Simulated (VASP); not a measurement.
Wanted: the native input for a VASP 6.6.1 run.

| Item | Value |
| --- | --- |
| Task | single point |
| Functional | PBEsol |
| Potentials or basis | VASP PAW PBE potentials, release 64 (K_sv) |
| Cutoff | 520 eV |
| k mesh | 10 × 10 × 10 |
| Occupations | fermi-dirac, width 0.08 eV |
| Spin | no spin polarisation |
| Dipole correction | no |
| Further INCAR settings | ALGO = Normal; EDIFF = 1e-06; NBANDS = 10 |

The structure of K lies in POSCAR:

```
K
1.0
   -2.5918200000      2.6180000000      2.6180000000
    2.6180000000     -2.5918200000      2.6180000000
    2.6180000000      2.6180000000     -2.5918200000
K
1
Direct
    0.0000000000      0.0000000000      0.0000000000
```

This cell differs from its parent crystal: equal xy, yz and zx shear strains of +1 %.

The input as run:

INCAR

```
PREC = Accurate ; ENCUT = 520
EDIFF = 1E-6 ; ISMEAR = -1
SIGMA = 0.08 ; LREAL = False
LASPH = True ; NELM = 100
ALGO = Normal ; ISIF = 2
LWAVE = False ; LCHARG = True
GGA = PS ; LELF = True
LVHAR = True ; NBANDS = 10
```

KPOINTS

```
Automatic mesh
0
Gamma
  10 10 10
```

Potentials or basis: VASP PAW PBE potentials, release 64 (K_sv).

Launch:

```sh
$ cat potpaw_PBE.64/K_sv/POTCAR > POTCAR
$ mpirun -np 1 vasp_std > vasp.out
```

It gave:

| Item | Value |
| --- | --- |
| Pressure | 0.0 GPa |
| Band gap on the k mesh | zero (an odd number of electrons rules out a gap without spin polarisation) |

Caveat: the cell differs from its parent crystal (equal xy, yz and zx shear strains of +1 %); the PAW data sets were made with another functional, which shifts forces and pressure a little.

It took 96 s on 1 thread of AMD EPYC 7R13, with other jobs on the host, peak memory 0.24 GiB.
